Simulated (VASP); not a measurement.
Set up this calculation in VASP 6.6.1, as the native input.

```yaml
Task: single point
Functional: RPBE
Dispersion: D3(BJ)
Potentials_or_basis: VASP PAW PBE potentials, release 64 (Al)
Cutoff: 500 eV
k_mesh: 4 × 4 × 4
Occupations: fermi-dirac, width 0.032 eV
Spin: no spin polarisation
Dipole_correction: no
Further_INCAR_settings: ALGO = Normal; EDIFF = 1e-06; NBANDS = 8
```

The structure of Al lies in POSCAR:

```
Al
1.0
   -1.5912186900      1.5912186900      1.5912186900
    1.5912186900     -1.5912186900      1.5912186900
    1.5912186900      1.5912186900     -1.5912186900
Al
1
Direct
    0.0000000000      0.0000000000      0.0000000000
```

These files were run (other wordings do the same):

INCAR

```
SYSTEM = Al
PREC = Accurate
ENCUT = 500
EDIFF = 1E-6
ISMEAR = -1
SIGMA = 0.032
LREAL = .False.
LASPH = .True.
NELM = 120
ALGO = Normal
ISIF = 2
LWAVE = .False.
LCHARG = .True.
GGA = RP
IVDW = 12
LELF = .True.
LVHAR = .True.
NBANDS = 8
GGA_COMPAT = .False.
```

KPOINTS

```
regular mesh
0
Gamma
  4 4 4
  0 0 0
```

Potentials or basis: VASP PAW PBE potentials, release 64 (Al).

Launch:

```bash
$ cat potpaw_PBE.64/Al/POTCAR > POTCAR
$ mpirun -np 1 vasp_std > vasp.out
```

It gave:

- Pressure: -16.6 GPa
- Dispersion energy per atom: -1.819 eV

Caveat: the k points lie up to 0.70 Å⁻¹ apart; the PAW data sets were made with another functional, which shifts forces and pressure a little; pairwise dispersion overbinds metals, which lowers pressure and volume.

Wall time 3.5 s on 1 thread of Intel Xeon 8259CL, on a shared host, peak memory 0.13 GiB.
